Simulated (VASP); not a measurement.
# Sc3SiF (P6_3/mmc) in VASP: further runs

The runs below take Sc3SiF through relaxation of cell and atoms, single point, with PBE.

Program: VASP 6.6.1. These are calculated values, not measurements. Logs are shortened: lines on timing, memory, paths and dates and some standing lists are left out, and cuts for length are marked.

## (1) The cell of the first run

The structure is hexagonal, space group P6_3/mmc (No. 194). The conventional cell has a = 5.933 Å, b = 5.933 Å, c = 5.091 Å, α = 90.00°, β = 90.00°, γ = 120.00°. Within 2.8 Å of Sc (site symmetry mm2) lie 2 F at 2.09 Å. Within 3.9 Å of Si (site symmetry -6m2) lie 12 Sc at 2.97 to 3.10 Å and 6 F at 3.65 Å. F (site symmetry -3m) has 6 Sc at 2.09 Å and 2 F at 2.55 Å within 2.8 Å.

## (2) Relaxation of cell and atoms, PBE

The input, INCAR:

```
  ALGO = Normal
  EDIFF = 1E-6
  EDIFFG = -0.04
  ENCUT = 600
  GGA = PE
  IBRION = 2
  ISIF = 3
  ISMEAR = 0
  LASPH = T
  LCHARG = F
  LREAL = F
  LWAVE = F
  NELM = 100
  NSW = 90
  PREC = Accurate
  SIGMA = 0.1
```

The input, KPOINTS:

```
k-points
0
Gamma
  3 3 4
```

The input, POSCAR:

```
Sc3SiF
1.0
    5.9328845300      0.0000000000      0.0000000000
   -2.9664422700      5.1380287200      0.0000000000
    0.0000000000      0.0000000000      5.0910484100
Sc Si F
6 2 2
Direct
    0.8381692300      0.6763384600      0.2500000000
    0.8381692300      0.1618307700      0.2500000000
    0.6763384600      0.8381692300      0.7500000000
    0.1618307700      0.3236615400      0.7500000000
    0.3236615400      0.1618307700      0.2500000000
    0.1618307700      0.8381692300      0.7500000000
    0.3333333300      0.6666666700      0.2500000000
    0.6666666700      0.3333333300      0.7500000000
    0.0000000000      0.0000000000      0.5000000000
    0.0000000000      0.0000000000      0.0000000000
```

Potentials or basis: VASP PAW PBE potentials, release 64 (Sc_sv, Si, F).

On the command line:

```
> cat potpaw_PBE.64/Sc_sv/POTCAR potpaw_PBE.64/Si/POTCAR potpaw_PBE.64/F/POTCAR > POTCAR
> mpirun -np 1 vasp_std > vasp.out
```

OUTCAR:

```text
EDIFF = 1E-6
   EDIFFG = -0.04
   ENCUT = 600
   GGA = PE
   IBRION = 2
   ISIF = 3
   ISMEAR = 0
   LASPH = T
   LREAL = F
   NELM = 100
   NSW = 90
   PREC = Accurate

 ion  position               nearest neighbor table
   1  0.838  0.676  0.250-   9 2.09  10 2.09   5 2.88   2 2.88   7 2.97   7 2.97   6 3.04   6 3.04
                             3 3.04   3 3.04   5 3.05   2 3.05   8 3.10   8 3.10
   2  0.838  0.162  0.250-   9 2.09  10 2.09   5 2.88   1 2.88   7 2.97   7 2.97   4 3.04   4 3.04
                             3 3.04   3 3.04   5 3.05   1 3.05   8 3.10   8 3.10
   3  0.676  0.838  0.750-   9 2.09  10 2.09   4 2.88   6 2.88   8 2.97   8 2.97   2 3.04   2 3.04
                             1 3.04   1 3.04   4 3.05   6 3.05   7 3.10   7 3.10
   4  0.162  0.324  0.750-   9 2.09  10 2.09   3 2.88   6 2.88   8 2.97   8 2.97   2 3.04   2 3.04
                             5 3.04   5 3.04   3 3.05   6 3.05   7 3.10   7 3.10
   5  0.324  0.162  0.250-   9 2.09  10 2.09   1 2.88   2 2.88   7 2.97   7 2.97   6 3.04   6 3.04
                             4 3.04   4 3.04   1 3.05   2 3.05   8 3.10   8 3.10
   6  0.162  0.838  0.750-   9 2.09  10 2.09   3 2.88   4 2.88   8 2.97   8 2.97   1 3.04   1 3.04
                             5 3.04   5 3.04   3 3.05   4 3.05   7 3.10   7 3.10
   7  0.333  0.667  0.250-   1 2.97   5 2.97   2 2.97   2 2.97   1 2.97   5 2.97   6 3.10   6 3.10
                             3 3.10   3 3.10   4 3.10   4 3.10
   8  0.667  0.333  0.750-   4 2.97   3 2.97   6 2.97   6 2.97   4 2.97   3 2.97   2 3.10   2 3.10
                             5 3.10   5 3.10   1 3.10   1 3.10
   9  0.000  0.000  0.500-   3 2.09   5 2.09   4 2.09   1 2.09   2 2.09   6 2.09
  10  0.000  0.000  0.000-   3 2.09   5 2.09   4 2.09   1 2.09   2 2.09   6 2.09

  LATTYP: Found a hexagonal cell.
 ALAT       =     5.9328845300
 C/A-ratio  =     0.8581067749

  Lattice vectors:

 A1 = (   5.9328845300,   0.0000000000,   0.0000000000)
 A2 = (  -2.9664422700,   5.1380287200,   0.0000000000)
 A3 = (   0.0000000000,   0.0000000000,   5.0910484100)

Analysis of symmetry for initial positions (statically):
=====================================================================
 Subroutine PRICEL returns:
 Original cell was already a primitive cell.

 Routine SETGRP: Setting up the symmetry group for a
 hexagonal supercell.

 Subroutine GETGRP returns: Found 24 space group operations
 (whereof 12 operations were pure point group operations)
 out of a pool of 24 trial point group operations.

The static configuration has the point symmetry D_3d.
 The point group associated with its full space group is D_6h.

Analysis of symmetry for dynamics (positions and initial velocities):
=====================================================================
 Subroutine PRICEL returns:
 Original cell was already a primitive cell.

 Routine SETGRP: Setting up the symmetry group for a
 hexagonal supercell.

 Subroutine GETGRP returns: Found 24 space group operations
 (whereof 12 operations were pure point group operations)
 out of a pool of 24 trial point group operations.

The dynamic configuration has the point symmetry D_3d.
 The point group associated with its full space group is D_6h.

 Subroutine INISYM returns: Found 24 space group operations
 (whereof 12 operations are pure point group operations),
 and found     1 'primitive' translations

----------------------------------------------------------------------------------------

                                     Primitive cell

  volume of cell :     155.1921

  direct lattice vectors                    reciprocal lattice vectors
     5.932884530  0.000000000  0.000000000     0.168552075  0.097313586  0.000000000
    -2.966442270  5.138028720  0.000000000     0.000000000  0.194627172  0.000000000
     0.000000000  0.000000000  5.091048410     0.000000000  0.000000000  0.196423196

  length of vectors
     5.932884530  5.932884532  5.091048410     0.194627172  0.194627172  0.196423196

  position of ions in fractional coordinates (direct lattice)
     0.838169230  0.676338460  0.250000000
     0.838169230  0.161830770  0.250000000
     0.676338460  0.838169230  0.750000000
     0.161830770  0.323661540  0.750000000
     0.323661540  0.161830770  0.250000000
     0.161830770  0.838169230  0.750000000
     0.333333330  0.666666670  0.250000000
     0.666666670  0.333333330  0.750000000
     0.000000000  0.000000000  0.500000000
     0.000000000  0.000000000  0.000000000

  ion indices of the primitive-cell ions
   primitive index   ion index
                 1           1
                 2           2
                 3           3
                 4           4
                 5           5
                 6           6
                 7           7
                 8           8
                 9           9
                10          10

----------------------------------------------------------------------------------------

 KPOINTS: k-points

Automatic generation of k-mesh.
 Grid dimensions read from file:
 generate k-points for:    3    3    4

 Generating k-lattice:

  Cartesian coordinates                     Fractional coordinates (reciprocal lattice)
     0.056184025  0.032437862  0.000000000     0.333333333 -0.000000000  0.000000000
     0.000000000  0.064875724  0.000000000     0.000000000  0.333333333  0.000000000
     0.000000000  0.000000000  0.049105799     0.000000000  0.000000000  0.250000000

  Length of vectors
     0.064875724  0.064875724  0.049105799

  Shift w.r.t. Gamma in fractional coordinates (k-lattice)
     0.000000000  0.000000000  0.000000000

 Subroutine IBZKPT returns following result:
 ===========================================

 Found      9 irreducible k-points:

 Following reciprocal coordinates:
            Coordinates               Weight
  0.000000  0.000000  0.000000      1.000000
  0.333333 -0.000000  0.000000      6.000000
  0.333333  0.333333  0.000000      2.000000
  0.000000  0.000000  0.250000      2.000000
  0.333333 -0.000000  0.250000     12.000000
  0.333333  0.333333  0.250000      4.000000
  0.000000  0.000000  0.500000      1.000000
  0.333333 -0.000000  0.500000      6.000000
  0.333333  0.333333  0.500000      2.000000
   k-points           NKPTS =      9   k-points in BZ     NKDIM =      9   number of bands    NBANDS=     52
   number of dos      NEDOS =    301   number of ions     NIONS =     10
   total plane-waves  NPLWV =  96768
   dimension x,y,z NGX =    48 NGY =   48 NGZ =   42
   dimension x,y,z NGXF=    96 NGYF=   96 NGZF=   84
   ions per type =               6   2   2
   NGX,Y,Z   is equivalent  to a cutoff of  13.45, 13.45, 13.71 a.u.
   NGXF,Y,Z  is equivalent  to a cutoff of  26.90, 26.90, 27.43 a.u.
 SYSTEM =  unknown system
   PREC   = accura    normal or accurate (medium, high low for compatibility)
   ISTART =      0    job   : 0-new  1-cont  2-samecut
   ICHARG =      2    charge: 1-file 2-atom 10-const
   ISPIN  =      1    spin polarized calculation?
   LNONCOLLINEAR =      F non collinear calculations
   LSORBIT =      F    spin-orbit coupling
   LASPH  =      T    aspherical Exc in radial PAW
   ENCUT  =  600.0 eV  44.10 Ry    6.64 a.u.  11.85 11.85 10.17*2*pi/ulx,y,z
   NELM   =    100;   NELMIN=  2; NELMDL= -5     # of ELM steps
   EDIFF  = 0.1E-05   stopping-criterion for ELM
   LREAL  =      F    real-space projection
   EDIFFG = -.4E-01   stopping-criterion for IOM
   NSW    =     90    number of steps for IOM
   IBRION =      2    ionic relax: 0-MD 1-quasi-New 2-CG
   NFREE  =      1    steps in history (QN), initial steepest desc. (CG)
   ISIF   =      3    stress and relaxation
   ISYM   =      2    0-nonsym 1-usesym 2-fastsym
   POTIM  = 0.5000    time-step for ionic-motion
   TEBEG  =    0.0;   TEEND  =   0.0 temperature during run
   PSTRESS=    0.0 pullay stress
   NELECT =      88.0000    total number of electrons
   NUPDOWN=      -1.0000    fix difference up-down
   EMIN   =  10.00;   EMAX   =-10.00  energy-range for DOS
   EFERMI =   0.00;   METHOD = LEGACY
   ISMEAR =     0;   SIGMA  =   0.10  broadening in eV -4-tet -1-fermi 0-gaus
   EFERMI_NEDOS =   21; number of points for ismear=-14 and -15
   IALGO  =     38    algorithm
   IMIX   =      4    mixing-type and parameters
     AMIX     =   0.40;   BMIX     =  1.00
     AMIX_MAG =   1.60;   BMIX_MAG =  1.00
  volume/ion in A,a.u.               =      15.52       104.73
  Fermi-wavevector in a.u.,A,eV,Ry     =   1.355020  2.560617 24.981389  1.836080
  Thomas-Fermi vector in A             =   2.482143
   LORBIT       =      0    0 simple, 1 ext, 2 COOP (PROOUT), +10 PAW based schemes
   GGA     = PE    functional components
   LHFCALC =     F    Hartree Fock is set to
   AEXX    =    0.0000 exact exchange contribution
   IVDW    =     0    specifies the selected vdW correction
   LEPSILON=     F    determine dielectric tensor
   LRPA    =     F    only Hartree local field effects (RPA)
 conjugate gradient relaxation of ions
 non-spin polarized calculation
 Gauss-broadening in eV      SIGMA  =   0.10
  energy-cutoff  :      600.00
  volume of cell :      155.19
 maximum number of plane-waves:      5204
 NGX is ok and might be reduce to    48
   NGX = 23   NGY = 23   NGZ = 21

--------------------------------------- Ionic step        1  -------------------------------------------

 number of electron      87.9999989 magnetization

 Free energy of the ion-electron system (eV)
  ---------------------------------------------------
  ext. energy  EPLUGINS =         0.00000000
  ---------------------------------------------------
  free energy    TOTEN  =       -60.58991216 eV

  energy without entropy =      -60.54545970  energy(sigma->0) =      -60.56768593

------------------------ aborting loop because EDIFF is reached ----------------------------------------

  FORCE on cell =-STRESS in cart. coord.  units (eV):
  Direction    XX          YY          ZZ          XY          YZ          ZX
  --------------------------------------------------------------------------------------
  -------------------------------------------------------------------------------------
  Total       15.4714953     15.4714953      7.1261450     -0.0000000      0.0000000      0.0000000
  in kB      159.7251193    159.7251193     73.5691241     -0.0000002      0.0000000      0.0000000
  external PRESSURE =     131.0064542 kB  Pullay stress =       0.0000000 kB
[... 293 lines left out ...]
  energy  without entropy=      -63.6705248372  energy(sigma->0) =      -63.69508326

--------------------------------------- Ionic step        8  -------------------------------------------

 number of electron      87.9999977 magnetization

 Free energy of the ion-electron system (eV)
  ---------------------------------------------------
  ext. energy  EPLUGINS =         0.00000000
  ---------------------------------------------------
  free energy    TOTEN  =       -63.72299068 eV

  energy without entropy =      -63.67274772  energy(sigma->0) =      -63.69786920

 E-fermi :   6.2507     XC(G=0): -10.7903

 val. band max:        6.2290074434   @ k =   0.3333  -0.0000   0.0000
 cond. band min:       6.2530042298   @ k =   0.3333   0.3333   0.5000
 fundamental gap:      0.0239967864
 Fermi energy:         6.2506973899

 k-point     1 :       0.0000    0.0000    0.0000
  band No.  band energies     occupation
      1     -43.3597      2.00000
      2     -43.2837      2.00000
      3     -43.2643      2.00000
      4     -43.2643      2.00000
      5     -43.2290      2.00000
      6     -43.2290      2.00000
[... 521 lines left out ...]
  FREE ENERGIE OF THE ION-ELECTRON SYSTEM (eV)
  ---------------------------------------------------
  free  energy   TOTEN  =       -63.7229906787 eV

  energy  without entropy=      -63.6727477150  energy(sigma->0) =      -63.69786920

 reached required accuracy - stopping structural energy minimisation
```

Wall time 5.9 min (1 thread of Intel Xeon 6975P-C (Granite Rapids), shared host); peak memory 0.34 GiB.

What came out:

```yaml
Free_energy: -63.7230 eV
Relaxed_volume: 16.63 Å³/atom
Relaxed_cell: a = 6.293 Å, b = 6.293 Å, c = 4.850 Å, α = 90.00°, β = 90.00°, γ = 120.00°
Space_group_after_relaxing_to_0.05_Å: P6_3/mmc (No. 194)
Energy_gained_by_relaxing: 313.3 meV/atom
Ionic_steps: 8
Pressure_after_relaxing: 0.2 GPa
Largest_force_after_relaxing: 0.008 eV/Å
Band_gap_on_the_k_mesh: zero (band 44 reaches 6.83 eV, above the bottom of band 45 at 5.65 eV)
```

Forces on the atoms (eV/Å):
```
Sc   0.000 -0.008  0.000
Sc  -0.007  0.004  0.000
Sc  -0.007 -0.004  0.000
Sc   0.000  0.008  0.000
Sc   0.007  0.004  0.000
Sc   0.007 -0.004  0.000
Si   0.000  0.000  0.000
Si   0.000  0.000  0.000
F    0.000  0.000  0.000
F    0.000  0.000  0.000
```

Step by step:
| step | energy change (eV) | largest force (eV/Å) | pressure (GPa) | volume (Å³) |
| --- | --- | --- | --- | --- |
| 1 | 0.0000 | 4.2873 | 13.10 | 155.19 |
| 2 | -2.4901 | 0.2965 | -7.04 | 185.38 |
| 3 | -2.7082 | 0.4785 | -4.45 | 177.61 |
| 4 | -2.7088 | 0.5338 | -4.27 | 177.15 |
| 5 | -3.0594 | 0.0463 | -0.63 | 168.04 |
| 6 | -3.0822 | 0.2227 | 0.68 | 165.51 |
| 7 | -3.1297 | 0.0471 | 0.29 | 166.13 |
| 8 | -3.1331 | 0.0077 | 0.17 | 166.33 |

Final structure:
```
Sc Si F
1.0
     6.29304    0.00000    0.00000
    -3.14652    5.44993    0.00000
     0.00000    0.00000    4.84971
Sc Si F
6 2 2
Direct
  0.81911 0.63823 0.25000
  0.81911 0.18089 0.25000
  0.63823 0.81911 0.75000
  0.18089 0.36177 0.75000
  0.36177 0.18089 0.25000
  0.18089 0.81911 0.75000
  0.33333 0.66667 0.25000
  0.66667 0.33333 0.75000
  0.00000 0.00000 0.50000
  0.00000 0.00000 0.00000
```

Caveat: the k points lie up to 0.38 Å⁻¹ apart in the final cell.

## (3) Single point, PBE

This run uses another cell than the first one, of 16.60 Å³/atom, 1.070 times its volume.

The input, INCAR:

```
SYSTEM = Sc3SiF
PREC = Accurate
ENCUT = 520
EDIFF = 1E-7
ISMEAR = 0
SIGMA = 0.1
LREAL = .FALSE.
LASPH = .TRUE.
NELM = 100
ALGO = Normal
ISIF = 2
LWAVE = .FALSE.
LCHARG = .FALSE.
GGA = PE
NBANDS = 55
```

The input, KPOINTS:

```
Automatic mesh
0
G
  6 6 8
  0 0 0
```

The input, POSCAR:

```
Sc3SiF
1.0
    6.2854950818      0.0000000000      0.0000000000
   -3.1427475409      5.4433984162      0.0000000000
    0.0000000000      0.0000000000      4.8531564582
Sc Si F
6 2 2
Direct
    0.8191313108      0.6382626216      0.2500000000
    0.8191313108      0.1808686892      0.2500000000
    0.6382626216      0.8191313108      0.7500000000
    0.1808686892      0.3617373784      0.7500000000
    0.3617373784      0.1808686892      0.2500000000
    0.1808686892      0.8191313108      0.7500000000
    0.3333333333      0.6666666667      0.2500000000
    0.6666666667      0.3333333333      0.7500000000
    0.0000000000      0.0000000000      0.5000000000
    0.0000000000      0.0000000000      0.0000000000
```

Potentials or basis: VASP PAW PBE potentials, release 64 (Sc_sv, Si, F).

On the command line:

```
> cat potpaw_PBE.64/Sc_sv/POTCAR potpaw_PBE.64/Si/POTCAR potpaw_PBE.64/F/POTCAR > POTCAR
> mpirun -np 1 vasp_std > vasp.out
```

OUTCAR:

```text
SYSTEM = Sc3SiF
   PREC = Accurate
   ENCUT = 520
   EDIFF = 1E-7
   ISMEAR = 0
   LREAL = .FALSE.
   LASPH = .TRUE.
   NELM = 100
   ISIF = 2
   GGA = PE

 ion  position               nearest neighbor table
   1  0.819  0.638  0.250-   9 2.31  10 2.31   2 2.87   5 2.87   8 2.94   8 2.94   6 3.12   6 3.12
                             3 3.12   3 3.12   7 3.15   7 3.15   2 3.41   5 3.41
   2  0.819  0.181  0.250-   9 2.31  10 2.31   1 2.87   5 2.87   8 2.94   8 2.94   3 3.12   3 3.12
                             4 3.12   4 3.12   7 3.15   7 3.15   1 3.41   5 3.41
[... 1627 lines left out ...]
  external PRESSURE =       1.7331681 kB  Pullay stress =       0.0000000 kB

 VOLUME and BASIS-vectors are now :
 -----------------------------------------------------------------------------
  energy-cutoff  :      520.00
  volume of cell :      166.05
      direct lattice vectors                 reciprocal lattice vectors
     6.285495082  0.000000000  0.000000000     0.159096457  0.091854382  0.000000000
    -3.142747541  5.443398416  0.000000000     0.000000000  0.183708765  0.000000000
     0.000000000  0.000000000  4.853156458     0.000000000  0.000000000  0.206051465

 POSITION                                       TOTAL-FORCE (eV/Angst)
 -----------------------------------------------------------------------------------
      3.14275      3.47432      1.21329        -0.000000     -0.021997     -0.000000
      4.58022      0.98454      1.21329        -0.019050      0.010999      0.000000
      1.43747      4.45886      3.63987        -0.019050     -0.010999      0.000000
     -0.00000      1.96908      3.63987        -0.000000      0.021997      0.000000
      1.70527      0.98454      1.21329         0.019050      0.010999     -0.000000
     -1.43747      4.45886      3.63987         0.019050     -0.010999      0.000000
     -0.00000      3.62893      1.21329        -0.000000      0.000000     -0.000000
      3.14275      1.81447      3.63987        -0.000000      0.000000     -0.000000
      0.00000      0.00000      2.42658        -0.000000      0.000000     -0.000000
      0.00000      0.00000      0.00000        -0.000000      0.000000     -0.000000
 -----------------------------------------------------------------------------------
    total drift:                               -0.000000      0.000000     -0.000000

  FREE ENERGIE OF THE ION-ELECTRON SYSTEM (eV)
  ---------------------------------------------------
  free  energy   TOTEN  =       -63.7822076337 eV

  energy  without entropy=      -63.7516802262  energy(sigma->0) =      -63.76694393
```

It took 3.8 min on 1 thread of Intel Xeon 6975P-C (Granite Rapids), shared host; peak memory 0.41 GiB.

Results:

* Free energy: -63.7822 eV
* Pressure: 0.2 GPa
* Largest force: 0.022 eV/Å
* Band gap on the k mesh: zero (band 44 reaches 6.85 eV, above the bottom of band 45 at 5.68 eV)

Forces in eV/Å, atoms in the order of the input:
```
Sc   0.000 -0.022  0.000
Sc  -0.019  0.011  0.000
Sc  -0.019 -0.011  0.000
Sc   0.000  0.022  0.000
Sc   0.019  0.011  0.000
Sc   0.019 -0.011  0.000
Si   0.000  0.000  0.000
Si   0.000  0.000  0.000
F    0.000  0.000  0.000
F    0.000  0.000  0.000
```

Levels at points of the mesh, in eV from the Fermi level:
```tsv
k point	band 41	band 42	band 43	band 44	band 45	band 46	band 47	band 48
(0.00, 0.00, 0.00)	-1.12	-1.12	-0.70	-0.70	-0.63	-0.55	1.04	1.05
(0.50, 0.00, 0.00)	-0.81	-0.64	-0.31	0.18	0.29	0.37	0.55	1.00
(0.00, 0.00, 0.50)	-0.59	-0.59	-0.59	-0.59	0.33	0.33	0.58	0.58
(0.50, 0.00, 0.50)	-0.34	-0.34	-0.01	-0.01	0.56	0.56	0.62	0.62
```

[end of part 1 of 2]
